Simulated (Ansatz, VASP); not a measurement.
# MgSiN: VASP beside Ansatz

```xyz
6
Lattice="3.4350 0.0000 0.0000 0.0000 3.4350 0.0000 0.0000 0.0000 7.6570" Properties=species:S:1:pos:R:3 pbc="T T T"
Mg    1.7175    0.0000    1.1907
Mg    0.0000    1.7175    6.4663
Si    1.7175    0.0000    4.0390
Si    0.0000    1.7175    3.6180
N     1.7175    1.7175    0.0000
N     0.0000    0.0000    0.0000
```

Change from the starting cell: species swapped into the CeClO type (P4/nmm, No. 129).

Alike in both runs: functional PBE; k mesh 6 × 6 × 4; occupations gaussian, width 0.1 eV; no spin polarisation.

Ansatz relaxed the structure, and its values are those at the end. VASP's run is a single point on that final structure, the one shown.

|  | VASP | Ansatz |
| --- | --- | --- |
| version | VASP 6.6.1 | Ansatz 0.2.0 |
| potentials or method | VASP PAW PBE potentials, release 64 (Mg, Si, N), cutoff 520 eV | scalar-relativistic, plane waves, PAW |
| valence electrons in the cell | 22 | 38 |

```csv
,VASP,Ansatz,Ansatz less VASP
gap on the k mesh at the Fermi level (eV),none,none,-
pressure (GPa),-0.1,0.1,+0.19
rms of the force components (eV/Å),0.011,0.004,-0.0070
```

A gap of «none» marks a metal or a gap that the smearing closes. VASP's potentials hold 22 valence electrons a cell and Ansatz's 38, so a difference there can come from the potentials and not from the codes.
